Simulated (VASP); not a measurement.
HfO2: single point with PBE

The system is HfO2.

```
CELL_PARAMETERS angstrom
3.44211 0.00000 0.00000
0.00000 3.44211 0.00000
0.00000 0.00000 5.41457
ATOMIC_POSITIONS crystal
Hf 0.50000 0.50000 0.50000
Hf 0.00000 0.00000 0.00000
O 0.00000 0.50000 0.69541
O 0.50000 0.00000 0.80459
O 0.50000 0.00000 0.30459
O 0.00000 0.50000 0.19541
```

- Program: VASP 6.6.1
- Task: single point
- Functional: PBE
- Potentials or basis: VASP PAW PBE potentials, release 64 (Hf_pv, O)
- Cutoff: 520 eV
- k mesh: 6 × 6 × 4
- Occupations: gaussian, width 0.02 eV
- Spin: no spin polarisation

- Pressure: 15.1 GPa
- Largest force: 0.050 eV/Å
- Band gap on the k mesh: 4.66 eV, indirect (least direct gap 4.70 eV)

Forces in eV/Å, atoms in the order of the input:
```
Hf   0.000  0.000  0.000
Hf   0.000  0.000  0.000
O    0.000  0.000 -0.050
O    0.000  0.000  0.050
O    0.000  0.000  0.050
O    0.000  0.000 -0.050
```

Stress tensor (GPa, compression positive):
```
24.56  0.00  0.00
 0.00 24.56  0.00
 0.00  0.00 -3.83
```

Levels at points of the mesh, in eV from the valence-band top:
| k point | band 18 | band 19 | band 20 | band 21 | band 22 | band 23 | band 24 | band 25 | band 26 | band 27 |
| --- | --- | --- | --- | --- | --- | --- | --- | --- | --- | --- |
| (0.00, 0.00, 0.00) | -1.47 | -1.47 | -0.89 | -0.04 | -0.04 | 4.66 | 5.05 | 5.56 | 6.19 | 6.69 |
| (0.50, 0.00, 0.00) | -2.28 | -1.67 | -1.67 | -0.73 | -0.73 | 5.39 | 5.39 | 6.08 | 6.08 | 7.09 |
| (0.50, 0.50, 0.00) | -1.68 | -0.90 | -0.90 | -0.72 | -0.72 | 5.61 | 5.61 | 6.33 | 6.33 | 7.52 |
| (0.00, 0.00, 0.50) | -3.26 | -0.78 | -0.78 | 0.00 | 0.00 | 5.52 | 5.52 | 5.57 | 5.57 | 8.69 |
| (0.50, 0.00, 0.50) | -2.07 | -1.63 | -1.63 | -1.10 | -1.10 | 5.30 | 5.30 | 5.49 | 5.49 | 7.48 |
| (0.50, 0.50, 0.50) | -2.30 | -1.33 | -1.33 | -0.03 | -0.03 | 5.97 | 5.97 | 6.32 | 6.32 | 7.57 |

Wall time 45 s on 1 thread of Intel(R) Xeon(R) Platinum 8559C (Emerald Rapids), with other jobs on the host, peak memory 0.2 GiB.

Caveat: spin-orbit coupling is left out, which moves the levels of the heavy elements. A k mesh can miss the band edges.
